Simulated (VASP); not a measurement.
Input of a VASP 6.6.1 run:

Contents of INCAR:

```
SYSTEM = Ir
ALGO = Normal
EDIFF = 1E-6
ENCUT = 520
GGA = PS
ISIF = 2
ISMEAR = -1
LASPH = .True.
LCHARG = .False.
LREAL = .False.
LWAVE = .False.
NBANDS = 10
NELM = 80
PREC = Accurate
SIGMA = 0.1
```

The input KPOINTS:

```
k-points
0
Gamma
  19 19 19
  0 0 0
```

File POSCAR:

```
Ir
1.0
    0.0000000000      1.6847181113      1.6847181113
    1.6847181113      0.0000000000      1.6847181113
    1.6847181113      1.6847181113      0.0000000000
Ir
1
Direct
    0.0000000000      0.0000000000      0.0000000000
```

Potentials or basis: VASP PAW PBE potentials, release 64 (Ir).

Run with:

```bash
$ cat potpaw_PBE.64/Ir/POTCAR > POTCAR
$ mpirun -np 1 vasp_std > vasp.out
```

Estimate the pressure.

389.7 GPa.

Caveat: the PAW data sets were made with another functional, which shifts forces and pressure a little.
